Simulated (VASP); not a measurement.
**Rb: relaxation of cell and atoms with PBE**

Rb:

```xyz
1
Lattice="-2.8172 2.8172 2.8172 2.8172 -2.8172 2.8172 2.8172 2.8172 -2.8172" Properties=species:S:1:pos:R:3 pbc="T T T"
Rb    0.0000    0.0000    0.0000
```

```
Program                : VASP 6.6.1
Task                   : relaxation of cell and atoms
Functional             : PBE
Potentials or basis    : VASP PAW PBE potentials, release 64 (Rb_sv)
Cutoff                 : 600 eV
k mesh                 : 10 × 10 × 10
Occupations            : gaussian, width 0.1 eV
Spin                   : no spin polarisation
Target pressure        : 2 GPa
Dipole correction      : no
Further INCAR settings : ALGO = Fast; EDIFF = 1e-07; IBRION = 2; EDIFFG = -0.008; NSW = 70; ISIF = 3
```

The relaxed volume is 63.50 Å³/atom. The relaxed cell is a = 4.353 Å, b = 4.353 Å, c = 4.353 Å, α = 109.47°, β = 109.47°, γ = 109.47° and the space group after relaxing (to 0.05 Å) is Im-3m (No. 229). The energy change on relaxing (the enthalpy is what falls) is +128.7 meV/atom, the ionic steps are 5 and the pressure after relaxing is 2.0 GPa.

The path:
```
step  energy change (eV)  largest force (eV/Å)  pressure (GPa)  volume (Å³)
   1              0.0000                0.0000            0.06        89.44
   2              0.0287                0.0000            0.71        76.13
   3              0.0963                0.0000            1.60        66.41
   4              0.1346                0.0000            2.04        63.03
   5              0.1287                0.0000            1.98        63.50
```

Final structure:
```yaml
crystal:
  lattice:
    - [-2.51329, 2.51329, 2.51329]
    - [2.51329, -2.51329, 2.51329]
    - [2.51329, 2.51329, -2.51329]
  atoms:
    - { symbol: Rb, position: [0.00000, 0.00000, 0.00000] }
```

Levels at points of the mesh, in eV from the Fermi level:
```tsv
k point	band 1	band 2	band 3	band 4	band 5	band 6	band 7	band 8
(0.00, 0.00, 0.00)	-28.83	-12.80	-12.80	-12.80	-2.50	3.95	3.95	3.95
(0.50, 0.00, 0.00)	-28.81	-13.11	-12.89	-12.80	0.06	1.15	2.55	5.02
(0.50, 0.50, 0.50)	-28.79	-13.01	-13.01	-13.01	0.88	0.88	4.35	4.35
```

It took 2.4 min on 1 thread of AMD EPYC 9R45 96-Core Processor (Zen 5), with other jobs on the host, peak memory 0.24 GiB.

Caveat: the cell is relaxed towards a set pressure, so the enthalpy falls and the energy may rise; the volume moved by over 15 % at a fixed basis, so the end points are rough.
